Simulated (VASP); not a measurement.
Write the native input for VASP 6.6.1 that does the following.

| Quantity | Value |
| --- | --- |
| Task | single point |
| Functional | LDA |
| Potentials or basis | VASP PAW LDA potentials, release 64 (Sn_d, O) |
| Cutoff | 520 eV |
| k mesh | 6 × 8 × 3 |
| Occupations | gaussian, width 0.05 eV |
| Spin | no spin polarisation |
| Dipole correction | no |
| Further INCAR settings | ALGO = Normal; EDIFF = 1e-07; NBANDS = 50 |

The structure of SnO lies in POSCAR:

```
SnO
1.0
    0.0000000000      0.0000000000     -4.2219700000
   -3.3550050000      0.0000000000      0.0000000000
    0.0000000000     11.3482080000     -0.4221970000
Sn O
4 4
Direct
    0.4002605500      0.0000000000      0.8659545000
    0.4502605500      0.0000000000      0.3659545000
    0.9734514500      0.5000000000      0.1340455000
    0.9234514500      0.5000000000      0.6340455000
    0.2435805000      0.0000000000      0.1956250000
    0.1935805000      0.0000000000      0.6956250000
    0.6827055000      0.5000000000      0.8043750000
    0.7327055000      0.5000000000      0.3043750000
```

One way to write it, as run:

INCAR

```
  PREC = Accurate
  ENCUT = 520
  EDIFF = 1E-7
  ISMEAR = 0
  SIGMA = 0.05
  LREAL = False
  LASPH = True
  NELM = 100
  ALGO = Normal
  ISIF = 2
  LWAVE = False
  LCHARG = False
  GGA = CA
  NBANDS = 50
```

KPOINTS

```
regular mesh
0
Gamma
  6 8 3
```

Potentials or basis: VASP PAW LDA potentials, release 64 (Sn_d, O).

Launch:

```bash
$ cat potpaw_LDA.64/Sn_d/POTCAR potpaw_LDA.64/O/POTCAR > POTCAR
$ mpirun -np 1 vasp_std > vasp.out
```

Results of the run:

| Property | Result |
| --- | --- |
| Pressure | -5.1 GPa |
| Largest force | 0.727 eV/Å |
| Band gap on the k mesh | 1.32 eV (least direct gap 1.86 eV) |

Caveat: the cell stands under tension; spin-orbit coupling is left out, which moves the levels of the heavy elements; an odd mesh through Γ misses points on the zone boundary, where band edges can lie.

Wall time 4.3 min on 1 thread of Intel(R) Xeon(R) 6975P-C (Granite Rapids) (shared host), peak memory 0.41 GiB.
